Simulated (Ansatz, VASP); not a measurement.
# As2CO3 in VASP and in Ansatz

```xyz
6
Lattice="3.7551 0.0000 0.0000 0.0000 3.7551 0.0000 0.0000 0.0000 6.4451" Properties=species:S:1:pos:R:3 pbc="T T T"
As    1.8776    1.8776    1.9938
As    1.8776    1.8776    4.4513
C     1.8776    1.8776    0.0000
O     0.0000    1.8776    0.0000
O     1.8776    0.0000    0.0000
O     0.0000    0.0000    0.0000
```

Alike in both runs: task relaxation of cell and atoms; functional PBE; k mesh 10 × 10 × 6; occupations gaussian, width 0.1 eV; no spin polarisation.

|  | VASP | Ansatz |
| --- | --- | --- |
| version | VASP 6.6.1 | Ansatz 0.2.0 |
| potentials or method | VASP PAW PBE potentials, release 64 (As, C, O), cutoff 600 eV | scalar-relativistic, plane waves, PAW |
| valence electrons in the cell | 32 | 52 |

VASP gave:

- gap on the k mesh at the Fermi level, each at its own relaxed structure (eV): none
- relaxed volume (Å³/atom): 15.57
- relaxed length of the cell vector where the two differ most in proportion (Å): 3.810

Question: What did Ansatz give for the same quantities?

Answer: gap on the k mesh at the Fermi level, each at its own relaxed structure (eV): none; relaxed volume (Å³/atom): 15.63; relaxed length of the cell vector where the two differ most in proportion (Å): 3.816.

A gap of «none» marks a metal or a gap that the smearing closes. VASP's potentials hold 32 valence electrons a cell and Ansatz's 52, so a difference there can come from the potentials and not from the codes.
